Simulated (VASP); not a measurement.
NiO:

```
CELL_PARAMETERS angstrom
0.00000 2.09131 2.09131
2.09131 0.00000 2.09131
2.09131 2.09131 0.00000
ATOMIC_POSITIONS crystal
Ni 0.00000 0.00000 0.00000
O 0.50000 0.50000 0.50000
```

Base run:

* Program: VASP 6.6.1
* Functional: PBE
* Potentials or basis: VASP PAW PBE potentials, release 64 (Ni, O)
* Cutoff: 520 eV
* k mesh: 9 × 9 × 9
* Occupations: fermi-dirac, width 0.05 eV
* Spin: collinear spin, ferromagnetic start
* Starting moments: [1.5, 0.0] μB
* Fixed moment: 1.5 μB

Its results: pressure 1.8 GPa; site moments Ni +1.26; O +0.21 μB.

Question: The run is repeated on the same cell with these changes: fixed moment from 1.5 μB to 0.5 μB; moments at the start from [1.5, 0.0] to [0.5, 0.0]. What comes out?

Answer: Pressure -2.5 GPa; site moments Ni +0.43; O +0.05 μB.

Caveats: the total moment is fixed, so each spin has its own Fermi level; a cell with one magnetic atom can't hold antiferromagnetic order, which such compounds often take.
